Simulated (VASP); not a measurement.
# NaCl (I4/mmm) in VASP: notebook, part 2 of 2

VASP 6.6.1. Earlier steps stand in the parts before.

### Step 3. Single point, r2SCAN (strain +0.000 along x and y, +0.080 along z)

Input file POSCAR:

```
NaCl
1.0
    0.0000000000      2.8317500000      3.0582900000
    2.8317500000      0.0000000000      3.0582900000
    2.8317500000      2.8317500000      0.0000000000
Na Cl
1 1
Direct
    0.0000000000      0.0000000000      0.0000000000
    0.5000000000      0.5000000000      0.5000000000
```

Input file INCAR.step1:

```
SYSTEM = NaCl
PREC = Accurate ; ENCUT = 520
ISMEAR = 0 ; SIGMA = 0.05
LREAL = .False. ; LASPH = .True.
NELM = 100 ; NBANDS = 14
GGA = PE ; ALGO = Normal
EDIFF = 1E-4 ; LWAVE = .True.
LCHARG = .False.
```

Input file INCAR.step2:

```
SYSTEM = NaCl
PREC = Accurate ; ENCUT = 520
EDIFF = 1E-7 ; ISMEAR = 0
SIGMA = 0.05 ; LREAL = .False.
LASPH = .True. ; NELM = 100
ALGO = Normal ; ISIF = 2
LWAVE = .False. ; LCHARG = .False.
METAGGA = R2SCAN ; LMIXTAU = .True.
NBANDS = 14 ; ISTART = 1
```

Input file KPOINTS:

```
regular mesh
0
Gamma
  8 8 8
  0 0 0
```

Potentials or basis: VASP PAW PBE potentials, release 64 (Na_pv, Cl).

Command:

```console
> cat potpaw_PBE.64/Na_pv/POTCAR potpaw_PBE.64/Cl/POTCAR > POTCAR
> cp INCAR.step1 INCAR
> mpirun -np 1 vasp_std > vasp.out
> cp INCAR.step2 INCAR
> mpirun -np 1 vasp_std > vasp.out
```

OUTCAR:

```text
SYSTEM = NaCl
   PREC = Accurate
   ENCUT = 520
   EDIFF = 1E-7
   ISMEAR = 0
   LREAL = .False.
   LASPH = .True.
   NELM = 100
   ISIF = 2
   METAGGA = R2SCAN
   ISTART = 1

 ion  position               nearest neighbor table
   1  0.000  0.000  0.000-
   2  0.500  0.500  0.500-

  LATTYP: Found a body centered tetragonal cell.
 ALAT       =     4.0046992553
 C/A-ratio  =     1.5273506474

  Lattice vectors:

 A1 = (  -2.8317500000,   0.0000000000,   3.0582900000)
 A2 = (   2.8317500000,   0.0000000000,   3.0582900000)
 A3 = (   0.0000000000,   2.8317500000,  -3.0582900000)

Analysis of symmetry for initial positions (statically):
=====================================================================
 Subroutine PRICEL returns:
 Original cell was already a primitive cell.

 Routine SETGRP: Setting up the symmetry group for a
 body centered tetragonal supercell.

 Subroutine GETGRP returns: Found 16 space group operations
 (whereof 16 operations were pure point group operations)
 out of a pool of 16 trial point group operations.

The static configuration has the point symmetry D_4h.

Analysis of symmetry for dynamics (positions and initial velocities):
=====================================================================
 Subroutine PRICEL returns:
 Original cell was already a primitive cell.

 Routine SETGRP: Setting up the symmetry group for a
 body centered tetragonal supercell.

 Subroutine GETGRP returns: Found 16 space group operations
 (whereof 16 operations were pure point group operations)
 out of a pool of 16 trial point group operations.

The dynamic configuration has the point symmetry D_4h.

 Subroutine INISYM returns: Found 16 space group operations
 (whereof 16 operations are pure point group operations),
 and found     1 'primitive' translations

----------------------------------------------------------------------------------------

[... 119 lines left out ...]
   AEXX    =    0.0000 exact exchange contribution
   IVDW    =     0    specifies the selected vdW correction
   LEPSILON=     F    determine dielectric tensor
   LRPA    =     F    only Hartree local field effects (RPA)
 non-spin polarized calculation
 Gauss-broadening in eV      SIGMA  =   0.05
  energy-cutoff  :      520.00
  volume of cell :       49.05
 maximum number of plane-waves:      1352
   NGX = 15   NGY = 15   NGZ = 15

 number of electron      14.0000001 magnetization

 Free energy of the ion-electron system (eV)
  ---------------------------------------------------
  ext. energy  EPLUGINS =         0.00000000
  ---------------------------------------------------
  free energy    TOTEN  =       -13.73172750 eV

  energy without entropy =      -13.73172750  energy(sigma->0) =      -13.73172750

 E-fermi :  -1.3233     XC(G=0):  -8.2254

 val. band max:       -1.6219727128   @ k =   0.0000   0.0000   0.0000
 cond. band min:       3.9269465683   @ k =   0.0000   0.0000   0.0000
 fundamental gap:      5.5489192811
 Fermi energy:        -1.3233358769

 k-point     1 :       0.0000    0.0000    0.0000
  band No.  band energies     occupation
      1     -23.3421      2.00000
      2     -23.3279      2.00000
      3     -23.3279      2.00000
      4     -14.6901      2.00000
      5      -1.6674      2.00000
      6      -1.6674      2.00000
      7      -1.6220      2.00000
      8       3.9269      0.00000
      9       9.6797      0.00000
     10      10.2230      0.00000
     11      10.2233      0.00000
     12      11.6970      0.00000
     13      12.6020      0.00000
     14      13.5900      0.00000
[... 377 lines left out ...]
      1     -23.3481      2.00000
      2     -23.3387      2.00000
      3     -23.3293      2.00000
      4     -14.4716      2.00000
      5      -2.9697      2.00000
      6      -1.9290      2.00000
      7      -1.9146      2.00000
      8       6.1678      0.00000
      9       8.4719      0.00000
     10       9.7509      0.00000
     11      10.3341      0.00000
     12      12.3448      0.00000
     13      13.7263      0.00000
     14      15.0988      0.00000

 [... further k-points ...]

------------------------ aborting loop because EDIFF is reached ----------------------------------------

  FORCE on cell =-STRESS in cart. coord.  units (eV):
  Direction    XX          YY          ZZ          XY          YZ          ZX
  --------------------------------------------------------------------------------------
  -------------------------------------------------------------------------------------
  Total       -0.5097622     -0.5097622     -0.9826693      0.0000000     -0.0000000      0.0000000
  in kB      -16.6517453    -16.6517453    -32.0995900      0.0000000     -0.0000000      0.0000000
  external PRESSURE =     -21.8010269 kB  Pullay stress =       0.0000000 kB

 VOLUME and BASIS-vectors are now :
 -----------------------------------------------------------------------------
  energy-cutoff  :      520.00
  volume of cell :       49.05
      direct lattice vectors                 reciprocal lattice vectors
     0.000000000  2.831750000  3.058290000    -0.176569259  0.176569259  0.163490055
     2.831750000  0.000000000  3.058290000     0.176569259 -0.176569259  0.163490055
     2.831750000  2.831750000  0.000000000     0.176569259  0.176569259 -0.163490055

 POSITION                                       TOTAL-FORCE (eV/Angst)
 -----------------------------------------------------------------------------------
      0.00000      0.00000      0.00000        -0.000000      0.000000      0.000000
      2.83175      2.83175      3.05829         0.000000     -0.000000      0.000000
 -----------------------------------------------------------------------------------
    total drift:                                0.000000     -0.000000     -0.000000

  FREE ENERGIE OF THE ION-ELECTRON SYSTEM (eV)
  ---------------------------------------------------
  free  energy   TOTEN  =       -13.7317274993 eV

  energy  without entropy=      -13.7317274993  energy(sigma->0) =      -13.73172750
```

OSZICAR.step1:

```text
N       E                     dE             d eps       ncg     rms          rms(c)
DAV:   1     0.103012226858E+03    0.10301E+03   -0.69845E+03  1658   0.983E+02
DAV:   2     0.191324098706E+01   -0.10110E+03   -0.92521E+02  1858   0.264E+02
DAV:   3    -0.682258857519E+01   -0.87358E+01   -0.86883E+01  2174   0.735E+01
DAV:   4    -0.697260419384E+01   -0.15002E+00   -0.14995E+00  1946   0.104E+01
DAV:   5    -0.697593197303E+01   -0.33278E-02   -0.33276E-02  2186   0.158E+00    0.215E+00
DAV:   6    -0.675959705079E+01    0.21633E+00   -0.37149E-01  2068   0.332E+00    0.159E+00
DAV:   7    -0.674681982693E+01    0.12777E-01   -0.86010E-02  2196   0.161E+00    0.108E+00
DAV:   8    -0.675335261109E+01   -0.65328E-02   -0.11254E-02  1874   0.874E-01    0.288E-01
DAV:   9    -0.675325411780E+01    0.98493E-04   -0.22835E-04  2126   0.115E-01
   1 F= -.67532541E+01 E0= -.67532541E+01  d E =-.249503E-16
```

It took 84 s on 1 thread of Intel Xeon Platinum 8488C (Sapphire Rapids), shared host; peak memory 0.19 GiB.

What came out:

| Property | Result |
| --- | --- |
| Free energy | -13.7317 eV |
| Pressure | -2.2 GPa |
| Band gap on the k mesh | 5.55 eV |

Caveat: the cell differs from its parent crystal (strain +0.000 along x and y, +0.080 along z); the PAW data sets were made with another functional, which shifts forces and pressure a little. A k mesh can miss the band edges.

### Step 4. Single point, r2SCAN (strain +0.040 along x and y, +0.000 along z)

Input file POSCAR:

```
NaCl
1.0
    0.0000000000      2.9450200000      2.8317500000
    2.9450200000      0.0000000000      2.8317500000
    2.9450200000      2.9450200000      0.0000000000
Na Cl
1 1
Direct
    0.0000000000      0.0000000000      0.0000000000
    0.5000000000      0.5000000000      0.5000000000
```

Input file INCAR.step1:

```
  PREC = Accurate
  ENCUT = 520
  ISMEAR = 0
  SIGMA = 0.05
  LREAL = F
  LASPH = T
  NELM = 80
  NBANDS = 14
  GGA = PE
  ALGO = Normal
  EDIFF = 1E-4
  LWAVE = T
  LCHARG = F
```

Input file INCAR.step2:

```
  PREC = Accurate
  ENCUT = 520
  EDIFF = 1E-6
  ISMEAR = 0
  SIGMA = 0.05
  LREAL = F
  LASPH = T
  NELM = 80
  ALGO = Normal
  ISIF = 2
  LWAVE = F
  LCHARG = T
  METAGGA = R2SCAN
  LMIXTAU = T
  LELF = T
  LVHAR = T
  NBANDS = 14
  ISTART = 1
```

Input file KPOINTS:

```
Automatic mesh
0
Gamma
  8 8 8
```

Command:

```console
> cat potpaw_PBE.64/Na_pv/POTCAR potpaw_PBE.64/Cl/POTCAR > POTCAR
> cp INCAR.step1 INCAR
> mpirun -np 1 vasp_std > vasp.out
> cp INCAR.step2 INCAR
> mpirun -np 1 vasp_std > vasp.out
```

It took 82 s on 1 thread of Intel Xeon Platinum 8488C (Sapphire Rapids), shared host; peak memory 0.18 GiB.

Results (log left out):

```yaml
Free_energy: -13.7397 eV
Pressure: -2.4 GPa
Band_gap_on_the_k_mesh: 5.56 eV
```

Stress tensor (GPa, compression positive):
```
-2.72  0.00  0.00
 0.00 -2.72  0.00
 0.00  0.00 -1.68
```

Levels at points of the mesh, in eV from the valence-band top:
| k point | band 5 | band 6 | band 7 | band 8 | band 9 | band 10 |
| --- | --- | --- | --- | --- | --- | --- |
| (0.00, 0.00, 0.00) | -0.04 | 0.00 | 0.00 | 5.56 | 11.56 | 11.56 |
| (0.50, 0.00, 0.00) | -1.67 | -0.26 | -0.23 | 7.75 | 10.86 | 11.34 |
| (0.50, 0.50, 0.00) | -1.45 | -0.58 | -0.58 | 8.18 | 8.55 | 11.78 |
| (0.50, 0.00, 0.50) | -1.47 | -0.57 | -0.46 | 8.17 | 8.71 | 11.41 |

Caveat: the cell differs from its parent crystal (strain +0.040 along x and y, +0.000 along z); the PAW data sets were made with another functional, which shifts forces and pressure a little. A k mesh can miss the band edges.

### Step 5. Single point, r2SCAN (strain +0.080 along x and y, -0.040 along z)

Input file POSCAR:

```
NaCl
1.0
    0.0000000000      3.0582900000      2.7184800000
    3.0582900000      0.0000000000      2.7184800000
    3.0582900000      3.0582900000      0.0000000000
Na Cl
1 1
Direct
    0.0000000000      0.0000000000      0.0000000000
    0.5000000000      0.5000000000      0.5000000000
```

Input file INCAR.step1:

```
ALGO = Normal
EDIFF = 1E-4
ENCUT = 520
GGA = PE
ISMEAR = 0
LASPH = T
LCHARG = F
LREAL = F
LWAVE = T
NBANDS = 14
NELM = 80
PREC = Accurate
SIGMA = 0.05
```

Input file INCAR.step2:

```
ALGO = Normal
EDIFF = 1E-6
ENCUT = 520
ISIF = 2
ISMEAR = 0
ISTART = 1
LASPH = T
LCHARG = F
LMIXTAU = T
LREAL = F
LWAVE = F
METAGGA = R2SCAN
NBANDS = 14
NELM = 80
PREC = Accurate
SIGMA = 0.05
```

Input file KPOINTS:

```
k-points
0
Gamma
  8 8 8
```

Command:

```console
> cat potpaw_PBE.64/Na_pv/POTCAR potpaw_PBE.64/Cl/POTCAR > POTCAR
> cp INCAR.step1 INCAR
> mpirun -np 1 vasp_std > vasp.out
> cp INCAR.step2 INCAR
> mpirun -np 1 vasp_std > vasp.out
```

Run time: 83 s. Hardware: 1 thread of Intel Xeon Platinum 8488C (Sapphire Rapids), shared host; peak memory 0.19 GiB.

The run converged. Its results:

- Free energy: -13.6796 eV
- Pressure: -2.3 GPa
- Band gap on the k mesh: 5.42 eV

Stress tensor (GPa, compression positive):
```
-3.34  0.00  0.00
 0.00 -3.34  0.00
 0.00  0.00 -0.18
```

Levels at points of the mesh, in eV from the valence-band top:
```
           k point  band 3  band 4  band 5  band 6  band 7  band 8  band 9  band 10  band 11  band 12
(0.00, 0.00, 0.00)  -21.77  -13.02   -0.13    0.00    0.00    5.42   11.39    11.39    12.18    13.01
(0.50, 0.00, 0.00)  -21.77  -12.78   -1.62   -0.30   -0.22    7.65   10.55    10.90    12.14    15.08
(0.50, 0.50, 0.00)  -21.78  -12.70   -1.37   -0.65   -0.65    8.16    8.35    12.01    14.25    14.25
(0.50, 0.00, 0.50)  -21.77  -12.77   -1.42   -0.63   -0.31    8.09    8.86    10.90    14.36    15.13
```

Caveat: the cell differs from its parent crystal (strain +0.080 along x and y, -0.040 along z); the PAW data sets were made with another functional, which shifts forces and pressure a little.

### Step 6. Single point, r2SCAN (strain +0.080 along x and y, +0.000 along z)

Input file POSCAR:

```
NaCl
1.0
    0.0000000000      3.0582900000      2.8317500000
    3.0582900000      0.0000000000      2.8317500000
    3.0582900000      3.0582900000      0.0000000000
Na Cl
1 1
Direct
    0.0000000000      0.0000000000      0.0000000000
    0.5000000000      0.5000000000      0.5000000000
```

Input file INCAR.step1:

```
PREC     = Accurate       # precision mode
ENCUT    = 520            # plane-wave cutoff, eV
ISMEAR   = 0              # smearing method
SIGMA    = 0.05           # smearing width, eV
LREAL    = F              # projectors in reciprocal space
LASPH    = T              # aspherical terms in the spheres
NELM     = 80             # most SCF steps
NBANDS   = 14             # bands
GGA      = PE             # functional
ALGO     = Normal         # electronic algorithm
EDIFF    = 1E-4           # SCF threshold, eV
LWAVE    = T              # write WAVECAR
LCHARG   = F              # write CHGCAR
```

Input file INCAR.step2:

```
PREC     = Accurate       # precision mode
ENCUT    = 520            # plane-wave cutoff, eV
EDIFF    = 1E-7           # SCF threshold, eV
ISMEAR   = 0              # smearing method
SIGMA    = 0.05           # smearing width, eV
LREAL    = F              # projectors in reciprocal space
LASPH    = T              # aspherical terms in the spheres
NELM     = 80             # most SCF steps
ALGO     = Normal         # electronic algorithm
ISIF     = 2              # what is computed and relaxed
LWAVE    = F              # write WAVECAR
LCHARG   = T              # write CHGCAR
METAGGA  = R2SCAN         # meta-GGA
LMIXTAU  = T            
LELF     = T              # ELF
LVHAR    = T            
NBANDS   = 14             # bands
ISTART   = 1
```

Input file KPOINTS:

```
Automatic mesh
0
Gamma
  8 8 8
```

Potentials or basis: VASP PAW PBE potentials, release 64 (Na_pv, Cl).

Command:

```console
> cat potpaw_PBE.64/Na_pv/POTCAR potpaw_PBE.64/Cl/POTCAR > POTCAR
> cp INCAR.step1 INCAR
> mpirun -np 1 vasp_std > vasp.out
> cp INCAR.step2 INCAR
> mpirun -np 1 vasp_std > vasp.out
```

Wall time 75 s (1 thread of Intel Xeon Platinum 8488C (Sapphire Rapids), shared host); peak memory 0.2 GiB.

Results (log left out):

- Free energy: -13.6628 eV
- Pressure: -3.1 GPa
- Band gap on the k mesh: 5.29 eV

Stress tensor (GPa, compression positive):
```
-3.59  0.00  0.00
 0.00 -3.59  0.00
 0.00  0.00 -2.26
```

Levels at points of the mesh, in eV from the valence-band top:
| k point | band 5 | band 6 | band 7 | band 8 | band 9 | band 10 |
| --- | --- | --- | --- | --- | --- | --- |
| (0.00, 0.00, 0.00) | -0.09 | 0.00 | 0.00 | 5.29 | 11.39 | 11.39 |
| (0.50, 0.00, 0.00) | -1.50 | -0.25 | -0.20 | 7.58 | 10.27 | 10.98 |
| (0.50, 0.50, 0.00) | -1.30 | -0.56 | -0.56 | 7.99 | 8.46 | 11.48 |
| (0.50, 0.00, 0.50) | -1.31 | -0.55 | -0.34 | 7.94 | 8.78 | 10.76 |

Caveat: the cell differs from its parent crystal (strain +0.080 along x and y, +0.000 along z); the cell stands under tension; the PAW data sets were made with another functional, which shifts forces and pressure a little. A k mesh can miss the band edges.

### Step 7. Summary

| cell | gap on the mesh (eV) | pressure (GPa) |
| --- | --- | --- |
| a = 4.017, b = 4.017, c = 4.325 Å, angles 57.4, 57.4, 65.1°, 2 atoms | 5.55 | -0.8 |
| a = 4.168, b = 4.168, c = 4.005 Å, angles 61.3, 61.3, 57.4°, 2 atoms | 5.55 | -2.2 |
| a = 4.086, b = 4.086, c = 4.165 Å, angles 59.4, 59.4, 61.3°, 2 atoms | 5.56 | -2.4 |
| a = 4.092, b = 4.092, c = 4.325 Å, angles 58.1, 58.1, 63.8°, 2 atoms | 5.42 | -2.3 |
| a = 4.168, b = 4.168, c = 4.325 Å, angles 58.7, 58.7, 62.5°, 2 atoms | 5.29 | -3.1 |

Alike in all rows: task single point; level r2SCAN; potentials or basis VASP PAW PBE potentials, release 64 (Na_pv, Cl); no spin polarisation; k mesh 8 × 8 × 8; cutoff (eV) 520; smearing gaussian 0.05 eV.

Caveats: the PAW data sets were made with another functional, which shifts forces and pressure a little; the cell stands under tension (at least some runs).

Total energies depend on the potentials used, so only differences within one code and one set of settings carry meaning.
